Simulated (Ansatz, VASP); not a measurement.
**AlRu5: VASP beside Ansatz**

```
Al Ru
1.0
     2.74035    0.00000    0.00001
     0.00000    2.74036    0.00001
     0.00000   -0.00013   22.11045
Al Ru
2 10
Cartesian
  0.0000 -0.0001 11.0552
  0.0000 0.0000 0.0000
  1.3702 1.3702 1.8126
  1.3702 1.3701 12.8679
  0.0000 0.0000 3.6145
  0.0000 -0.0001 14.6698
  1.3702 1.3701 9.2425
  1.3702 1.3700 20.2978
  0.0000 0.0000 7.4407
  0.0000 -0.0001 18.4960
  1.3702 1.3702 5.5276
  1.3701 1.3700 16.5829
```

Change from the starting cell: cell x2, atoms moved at random (sigma 0.1 Å) and cell strained at random (1.5 %), then relaxed without symmetry.

Alike in both runs: functional PBE; k mesh 8 × 8 × 1; occupations gaussian, width 0.2 eV; no spin polarisation.

Ansatz relaxed the structure, and its values are those at the end. VASP's run is a single point on that final structure, the one shown.

```csv
,VASP,Ansatz
version,VASP 6.6.1,Ansatz 0.2.0
potentials or method,"VASP PAW PBE potentials, release 64 (Al, Ru_pv), cutoff 520 eV","scalar-relativistic, plane waves, PAW"
valence electrons in the cell,146,166
```

VASP gave:

* gap on the k mesh at the Fermi level (eV): none
* pressure (GPa): -0.1

Question: What did Ansatz give for the same quantities?

Answer: gap on the k mesh at the Fermi level (eV): none; pressure (GPa): 0.0.

A gap of «none» marks a metal or a gap that the smearing closes. The functional is the same, so the differences come from potentials, cutoffs and numerics. VASP's potentials hold 146 valence electrons a cell and Ansatz's 166, so a difference there can come from the potentials and not from the codes.
